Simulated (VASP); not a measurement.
A run of VASP 6.6.1 is set up as follows.

Contents of INCAR:

```
AGGAC = 1.0 ; AGGAX = 1.0
ALDAC = 0.0 ; ALDAX = 1.0
ALGO = Normal ; EDIFF = 1E-6
ENCUT = 520 ; GGA = B5
ISIF = 2 ; ISMEAR = -1
IVDW = 13 ; LASPH = T
LCHARG = F ; LREAL = F
LWAVE = F ; NBANDS = 11
NELM = 100 ; PREC = Accurate
SIGMA = 0.05 ; VDW_A1 = 0.44488865
VDW_A2 = 4.0933009 ; VDW_S6 = 1.0
VDW_S8 = 2.34076671
```

Contents of KPOINTS:

```
k-points
0
Gamma
  12 12 12
```

Contents of POSCAR:

```
Pd
1.0
   -1.5709827393      1.5709827393      1.5709827393
    1.5709827393     -1.5709827393      1.5709827393
    1.5709827393      1.5709827393     -1.5709827393
Pd
1
Direct
    0.0000000000      0.0000000000      0.0000000000
```

Potentials or basis: VASP PAW PBE potentials, release 64 (Pd).

Command:

```bash
$ cat potpaw_PBE.64/Pd/POTCAR > POTCAR
$ mpirun -np 1 vasp_std > vasp.out
```

(1) Predict the pressure.

(2) Predict the dispersion energy per atom.

(3) Estimate the band gap on the k mesh.

Answers

(1) 0.3 GPa.

(2) -0.899 eV.

(3) zero (band 5 reaches 10.03 eV, above the bottom of band 6 at 8.46 eV).

Caveat: the PAW data sets were made with another functional, which shifts forces and pressure a little; pairwise dispersion overbinds metals, which lowers pressure and volume.
